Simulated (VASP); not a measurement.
Wanted: the native input for a VASP 6.6.1 run.

| Item | Value |
| --- | --- |
| Task | single point |
| Functional | PBE |
| Potentials or basis | VASP PAW PBE potentials, release 64 (Ba_sv, Te) |
| Cutoff | 520 eV |
| k mesh | 6 × 6 × 6 |
| Occupations | gaussian, width 0.01 eV |
| Spin | no spin polarisation |
| Dipole correction | no |
| Further INCAR settings | ALGO = Normal; EDIFF = 1e-07; NBANDS = 15 |

The structure of BaTe lies in POSCAR:

```
BaTe
1.0
    0.0000000000      3.9141586740      3.9141586740
    3.9141586740      0.0000000000      3.9141586740
    3.9141586740      3.9141586740      0.0000000000
Ba Te
1 1
Direct
    0.0000000000      0.0000000000      0.0000000000
    0.2500000000      0.2500000000      0.2500000000
```

One way to write it, as run:

INCAR

```
PREC = Accurate
ENCUT = 520
EDIFF = 1E-7
ISMEAR = 0
SIGMA = 0.01
LREAL = F
LASPH = T
NELM = 80
ALGO = Normal
ISIF = 2
LWAVE = F
LCHARG = F
GGA = PE
NBANDS = 15
```

KPOINTS

```
Automatic mesh
0
Gamma
  6 6 6
```

Potentials or basis: VASP PAW PBE potentials, release 64 (Ba_sv, Te).

Command:

```console
$ cat potpaw_PBE.64/Ba_sv/POTCAR potpaw_PBE.64/Te/POTCAR > POTCAR
$ mpirun -np 1 vasp_std > vasp.out
```

It gave:

```json
{
 "Pressure": "0.2 GPa",
 "Band gap on the k mesh": "2.58 eV (least direct gap 2.92 eV)"
}
```

Caveat: the structure was generated, so it needn't be the stable form of BaTe; spin-orbit coupling is left out, which moves the levels of the heavy elements.

Wall time 64 s on 1 thread of Intel Xeon 8259CL, on a shared host, peak memory 0.27 GiB.
